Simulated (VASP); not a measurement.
# BaTaH4 (Pmm2) in VASP: further runs

The runs below take BaTaH4 through single point, with PBE.

Everything below comes from runs of VASP 6.6.1. Logs are shortened: lines on timing, memory, paths and dates and some standing lists are left out, and cuts for length are marked.

## 1. The cell of the first run

The structure is orthorhombic, space group Pmm2 (No. 25). Conventional cell: a = 3.054 Å, b = 3.236 Å, c = 6.860 Å, α = 90.00°, β = 90.00°, γ = 90.00°. Ba (site symmetry mm2) has 10 H at 2.35 to 2.95 Å and 2 Ba at 3.05 Å within 3.1 Å. Ta (site symmetry mm2) has 10 H at 2.04 to 2.49 Å within 2.7 Å. Within 2.1 Å of H (site symmetry mm2) lie 3 H at 1.61 to 1.83 Å. Within 3.1 Å of H (site symmetry mm2) lie 5 H at 2.33 to 3.05 Å and 4 Ba at 2.35 Å. H (site symmetry mm2) has 2 H at 1.83 Å and 2 Ta at 2.04 Å within 2.4 Å. Within 2.1 Å of H (site symmetry mm2) lie 1 H at 1.61 Å.

## 2. Single point, PBE

INCAR reads:

```
SYSTEM = BaTaH4
PREC = Accurate
ENCUT = 520
EDIFF = 1E-7
ISMEAR = 0
SIGMA = 0.1
LREAL = .False.
LASPH = .True.
NELM = 100
ALGO = Normal
ISIF = 2
LWAVE = .False.
LCHARG = .True.
GGA = PE
LELF = .True.
LVHAR = .True.
NBANDS = 22
```

KPOINTS reads:

```
regular mesh
0
Gamma
  6 4 4
  0 0 0
```

POSCAR reads:

```
BaTaH4
1.0
    3.2361863058      0.0000000000      0.0000000000
    0.0000000000      3.0536861493      0.0000000000
    0.0000000000      0.0000000000      6.8600257157
Ba Ta H
1 1 4
Direct
    0.0000000000      0.0000000000      1.0332337189
    0.5000000000      0.0000000000      0.5535377155
    0.0000000000      0.5000000000      0.6263193041
    0.5000000000      0.5000000000      0.1456728074
    0.5000000000      0.5000000000      0.7503225303
    0.0000000000      0.5000000000      0.3909139238
```

Potentials or basis: VASP PAW PBE potentials, release 64 (Ba_sv, Ta_pv, H).

Command:

```console
> cat potpaw_PBE.64/Ba_sv/POTCAR potpaw_PBE.64/Ta_pv/POTCAR potpaw_PBE.64/H/POTCAR > POTCAR
> mpirun -np 1 vasp_std > vasp.out
```

OUTCAR:

```text
SYSTEM = BaTaH4
   PREC = Accurate
   ENCUT = 520
   EDIFF = 1E-7
   ISMEAR = 0
   LREAL = .False.
   LASPH = .True.
   NELM = 100
   ISIF = 2
   GGA = PE

 ion  position               nearest neighbor table
   1  0.000  0.000  0.033-   4 2.35   4 2.35   4 2.35   4 2.35   2 3.67   2 3.67   2 3.92   2 3.92

   2  0.500  0.000  0.554-   5 2.04   5 2.04   1 3.67   1 3.67   1 3.92   1 3.92
   3  0.000  0.500  0.626-
   4  0.500  0.500  0.146-   1 2.35   1 2.35   1 2.35   1 2.35
   5  0.500  0.500  0.750-   2 2.04   2 2.04
   6  0.000  0.500  0.391-

  LATTYP: Found a simple orthorhombic cell.
 ALAT       =     3.0536861493
 B/A-ratio  =     1.0597638878
 C/A-ratio  =     2.2464737305

  Lattice vectors:

 A1 = (   0.0000000000,  -3.0536861493,   0.0000000000)
 A2 = (   3.2361863058,   0.0000000000,   0.0000000000)
 A3 = (   0.0000000000,   0.0000000000,   6.8600257157)

Analysis of symmetry for initial positions (statically):
=====================================================================
 Subroutine PRICEL returns:
 Original cell was already a primitive cell.

 Routine SETGRP: Setting up the symmetry group for a
 simple orthorhombic supercell.

 Subroutine GETGRP returns: Found  4 space group operations
 (whereof  4 operations were pure point group operations)
 out of a pool of  8 trial point group operations.

The static configuration has the point symmetry C_2v.

Analysis of symmetry for dynamics (positions and initial velocities):
=====================================================================
 Subroutine PRICEL returns:
 Original cell was already a primitive cell.

 Routine SETGRP: Setting up the symmetry group for a
 simple orthorhombic supercell.

 Subroutine GETGRP returns: Found  4 space group operations
 (whereof  4 operations were pure point group operations)
 out of a pool of  8 trial point group operations.

The dynamic configuration has the point symmetry C_2v.

 Subroutine INISYM returns: Found  4 space group operations
 (whereof  4 operations are pure point group operations),
 and found     1 'primitive' translations

----------------------------------------------------------------------------------------

                                     Primitive cell

  volume of cell :      67.7928

  direct lattice vectors                    reciprocal lattice vectors
     3.236186306  0.000000000  0.000000000     0.309005695  0.000000000  0.000000000
     0.000000000  3.053686149  0.000000000     0.000000000  0.327473077  0.000000000
     0.000000000  0.000000000  6.860025716     0.000000000  0.000000000  0.145772048

  length of vectors
     3.236186306  3.053686149  6.860025716     0.309005695  0.327473077  0.145772048

  position of ions in fractional coordinates (direct lattice)
     0.000000000  0.000000000  0.033233719
     0.500000000  0.000000000  0.553537715
     0.000000000  0.500000000  0.626319304
     0.500000000  0.500000000  0.145672807
     0.500000000  0.500000000  0.750322530
     0.000000000  0.500000000  0.390913924

  ion indices of the primitive-cell ions
   primitive index   ion index
                 1           1
                 2           2
                 3           3
                 4           4
                 5           5
                 6           6

----------------------------------------------------------------------------------------

 KPOINTS: regular mesh

Automatic generation of k-mesh.
 Grid dimensions read from file:
 generate k-points for:    6    4    4

 Generating k-lattice:

  Cartesian coordinates                     Fractional coordinates (reciprocal lattice)
     0.051500949  0.000000000  0.000000000     0.166666667  0.000000000  0.000000000
     0.000000000  0.081868269  0.000000000     0.000000000  0.250000000  0.000000000
     0.000000000  0.000000000  0.036443012     0.000000000  0.000000000  0.250000000

  Length of vectors
     0.051500949  0.081868269  0.036443012

  Shift w.r.t. Gamma in fractional coordinates (k-lattice)
     0.000000000  0.000000000  0.000000000

 Subroutine IBZKPT returns following result:
 ===========================================

 Found     36 irreducible k-points:

 Following reciprocal coordinates:
            Coordinates               Weight
  0.000000  0.000000  0.000000      1.000000
  0.166667  0.000000  0.000000      2.000000
  0.333333  0.000000  0.000000      2.000000
  0.500000  0.000000  0.000000      1.000000
  0.000000  0.250000  0.000000      2.000000
  0.166667  0.250000  0.000000      4.000000
[... 16 lines left out ...]
  0.333333  0.500000  0.250000      4.000000
  0.500000  0.500000  0.250000      2.000000
 [... further k-points ...]
   k-points           NKPTS =     36   k-points in BZ     NKDIM =     36   number of bands    NBANDS=     22
   number of dos      NEDOS =    301   number of ions     NIONS =      6
   total plane-waves  NPLWV =  31104
   dimension x,y,z NGX =    24 NGY =   24 NGZ =   54
   dimension x,y,z NGXF=    48 NGYF=   48 NGZF=  108
   ions per type =               1   1   4
   NGX,Y,Z   is equivalent  to a cutoff of  12.33, 13.07, 13.09 a.u.
   NGXF,Y,Z  is equivalent  to a cutoff of  24.66, 26.13, 26.17 a.u.
 SYSTEM =  BaTaH4
   PREC   = accura    normal or accurate (medium, high low for compatibility)
   ISTART =      0    job   : 0-new  1-cont  2-samecut
   ICHARG =      2    charge: 1-file 2-atom 10-const
   ISPIN  =      1    spin polarized calculation?
   LNONCOLLINEAR =      F non collinear calculations
   LSORBIT =      F    spin-orbit coupling
   LASPH  =      T    aspherical Exc in radial PAW
   ENCUT  =  520.0 eV  38.22 Ry    6.18 a.u.   6.02  5.68 12.76*2*pi/ulx,y,z
   NELM   =    100;   NELMIN=  2; NELMDL= -5     # of ELM steps
   EDIFF  = 0.1E-06   stopping-criterion for ELM
   LREAL  =      F    real-space projection
   EDIFFG = 0.1E-05   stopping-criterion for IOM
   NSW    =      0    number of steps for IOM
   IBRION =     -1    ionic relax: 0-MD 1-quasi-New 2-CG
   NFREE  =      0    steps in history (QN), initial steepest desc. (CG)
   ISIF   =      2    stress and relaxation
   ISYM   =      2    0-nonsym 1-usesym 2-fastsym
   POTIM  = 0.5000    time-step for ionic-motion
   TEBEG  =    0.0;   TEEND  =   0.0 temperature during run
   PSTRESS=    0.0 pullay stress
   NELECT =      25.0000    total number of electrons
   NUPDOWN=      -1.0000    fix difference up-down
   EMIN   =  10.00;   EMAX   =-10.00  energy-range for DOS
   EFERMI =   0.00;   METHOD = LEGACY
   ISMEAR =     0;   SIGMA  =   0.10  broadening in eV -4-tet -1-fermi 0-gaus
   EFERMI_NEDOS =   21; number of points for ismear=-14 and -15
   IALGO  =     38    algorithm
   IMIX   =      4    mixing-type and parameters
     AMIX     =   0.40;   BMIX     =  1.00
     AMIX_MAG =   1.60;   BMIX_MAG =  1.00
  volume/ion in A,a.u.               =      11.30        76.25
  Fermi-wavevector in a.u.,A,eV,Ry     =   1.173979  2.218498 18.751908  1.378226
  Thomas-Fermi vector in A             =   2.310383
   LORBIT       =      0    0 simple, 1 ext, 2 COOP (PROOUT), +10 PAW based schemes
   GGA     = PE    functional components
   LHFCALC =     F    Hartree Fock is set to
   AEXX    =    0.0000 exact exchange contribution
   IVDW    =     0    specifies the selected vdW correction
   LEPSILON=     F    determine dielectric tensor
   LRPA    =     F    only Hartree local field effects (RPA)
 non-spin polarized calculation
 Gauss-broadening in eV      SIGMA  =   0.10
  energy-cutoff  :      520.00
  volume of cell :       67.79
 maximum number of plane-waves:      1844
   NGX = 13   NGY = 11   NGZ = 25

 number of electron      25.0000001 magnetization

 Free energy of the ion-electron system (eV)
  ---------------------------------------------------
  ext. energy  EPLUGINS =         0.00000000
  ---------------------------------------------------
  free energy    TOTEN  =       -24.47671486 eV

  energy without entropy =      -24.46791785  energy(sigma->0) =      -24.47231635

 E-fermi :   4.0763     XC(G=0): -10.4652

 val. band max:        4.0436618444   @ k =   0.0000   0.5000   0.5000
 cond. band min:       4.1330026599   @ k =   0.5000   0.2500   0.0000
 fundamental gap:      0.0893408155
 Fermi energy:         4.0763171594

 k-point     1 :       0.0000    0.0000    0.0000
  band No.  band energies     occupation
      1     -31.1593      2.00000
      2     -31.1441      2.00000
      3     -30.8097      2.00000
      4     -24.5969      2.00000
      5      -9.9438      2.00000
      6      -8.0950      2.00000
[... 14 lines left out ...]
     21      11.2229      0.00000
     22      12.1887      0.00000

 k-point     2 :       0.1667    0.0000    0.0000
  band No.  band energies     occupation
      1     -31.2073      2.00000
      2     -31.1529      2.00000
      3     -30.8046      2.00000
      4     -24.4806      2.00000
      5      -9.8017      2.00000
      6      -9.1816      2.00000
[... 14 lines left out ...]
     21      11.3708      0.00000
     22      11.9841      0.00000

 k-point     3 :       0.3333    0.0000    0.0000
  band No.  band energies     occupation
      1     -31.3316      2.00000
      2     -31.1402      2.00000
      3     -30.7945      2.00000
      4     -24.2323      2.00000
      5     -10.8284      2.00000
      6      -9.4642      2.00000
[... 14 lines left out ...]
     21      10.0959      0.00000
     22      11.7735      0.00000
[... 476 lines left out ...]
 k-point    23 :       0.3333    0.5000    0.2500
  band No.  band energies     occupation
      1     -31.2779      2.00000
      2     -31.2263      2.00000
      3     -31.0901      2.00000
      4     -23.4469      2.00000
      5     -11.4948      2.00000
      6      -9.7691      2.00000
[... 14 lines left out ...]
     21      10.4945      0.00000
     22      10.8083      0.00000

 k-point    24 :       0.5000    0.5000    0.2500
  band No.  band energies     occupation
      1     -31.3346      2.00000
      2     -31.2171      2.00000
      3     -31.0845      2.00000
      4     -23.3260      2.00000
      5     -11.2815      2.00000
      6     -10.3817      2.00000
[... 14 lines left out ...]
     21      10.7302      0.00000
     22      10.9657      0.00000

 [... further k-points ...]
[... 5 lines left out ...]
  --------------------------------------------------------------------------------------
  -------------------------------------------------------------------------------------
  Total        0.7175389      0.8729125      0.5046553      0.0000000      0.0000000      0.0000000
  in kB       16.9579120     20.6299251     11.9267399      0.0000000      0.0000000      0.0000000
  external PRESSURE =      16.5048590 kB  Pullay stress =       0.0000000 kB

 VOLUME and BASIS-vectors are now :
 -----------------------------------------------------------------------------
  energy-cutoff  :      520.00
  volume of cell :       67.79
      direct lattice vectors                 reciprocal lattice vectors
     3.236186306  0.000000000  0.000000000     0.309005695  0.000000000  0.000000000
     0.000000000  3.053686149  0.000000000     0.000000000  0.327473077  0.000000000
     0.000000000  0.000000000  6.860025716     0.000000000  0.000000000  0.145772048

 POSITION                                       TOTAL-FORCE (eV/Angst)
 -----------------------------------------------------------------------------------
      0.00000      0.00000      0.22798         0.000000      0.000000     -0.046669
      1.61809      0.00000      3.79728         0.000000      0.000000     -0.020835
      0.00000      1.52684      4.29657         0.000000      0.000000     -0.049684
      1.61809      1.52684      0.99932         0.000000      0.000000      0.090429
      1.61809      1.52684      5.14723         0.000000      0.000000     -0.026665
      0.00000      1.52684      2.68168         0.000000      0.000000      0.053424
 -----------------------------------------------------------------------------------
    total drift:                                0.000000     -0.000000      0.000090

  FREE ENERGIE OF THE ION-ELECTRON SYSTEM (eV)
  ---------------------------------------------------
  free  energy   TOTEN  =       -24.4767148552 eV

  energy  without entropy=      -24.4679178451  energy(sigma->0) =      -24.47231635
```

It took 22 s on 1 thread of Intel Xeon 6975P-C (Granite Rapids), shared host; peak memory 0.21 GiB.

What came out:

* Free energy: -24.4767 eV
* Pressure: 1.7 GPa
* Largest force: 0.090 eV/Å

Forces on the atoms (eV/Å):
```
Ba   0.000  0.000 -0.047
Ta   0.000  0.000 -0.021
H    0.000  0.000 -0.050
H    0.000  0.000  0.090
H    0.000  0.000 -0.027
H    0.000  0.000  0.053
```

Caveat: the k points lie up to 0.51 Å⁻¹ apart; spin-orbit coupling is left out, which moves the levels of the heavy elements.

[end of part 1 of 2]
